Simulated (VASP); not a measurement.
Crystal: SiSn4.

```
CELL_PARAMETERS angstrom
5.49071 0.00000 0.00000
0.00000 3.87789 0.00000
-0.08072 0.00000 6.24707
ATOMIC_POSITIONS crystal
Si 0.50000 0.50000 0.50000
Sn 0.74784 0.50000 0.11759
Sn 0.19463 0.00000 0.31189
Sn 0.80537 0.00000 0.68811
Sn 0.25216 0.50000 0.88241
```

```yaml
Program: VASP 6.6.1
Task: relaxation of cell and atoms
Functional: PBE
Potentials_or_basis: VASP PAW PBE potentials, release 64 (Si, Sn_d)
Cutoff: 600 eV
k_mesh: 4 × 4 × 4
Occupations: gaussian, width 0.1 eV
Spin: no spin polarisation
```

At the start: pressure -0.3 GPa; volume 26.60 Å³/atom.

Task: Where does the relaxation end?

Result: Over 12 steps the energy falls by 4.9 meV/atom and the volume is 26.56 Å³/atom (-0.2 %); space group P2/m (No. 10, to 0.05 Å).

The path:
```tsv
step	energy change (eV)	largest force (eV/Å)	pressure (GPa)	volume (Å³)
1	0.0000	0.0974	-0.26	133.01
2	-0.0074	0.1009	0.04	132.18
3	-0.0093	0.1298	0.32	131.47
4	-0.0139	0.1276	0.07	132.15
5	-0.0155	0.1182	-0.17	132.84
6	-0.0195	0.0871	-0.12	132.83
7	-0.0217	0.0613	-0.05	132.81
8	-0.0218	0.0649	-0.03	132.81
9	-0.0231	0.0617	0.00	132.67
10	-0.0240	0.0572	0.07	132.46
11	-0.0241	0.0558	0.09	132.40
12	-0.0247	0.0216	-0.10	132.78
```

Final structure:
```
Si Sn
1.0
     5.37935    0.00000   -0.07438
     0.00000    3.87714    0.00000
    -0.16424    0.00000    6.36840
Si Sn
1 4
Cartesian
  2.6076 1.9386 3.1470
  4.0159 1.9386 0.7648
  0.9841 0.0000 1.9748
  4.2310 3.8771 4.3192
  1.1992 1.9386 5.5292
```

Caveat: the k points lie up to 0.41 Å⁻¹ apart in the final cell.
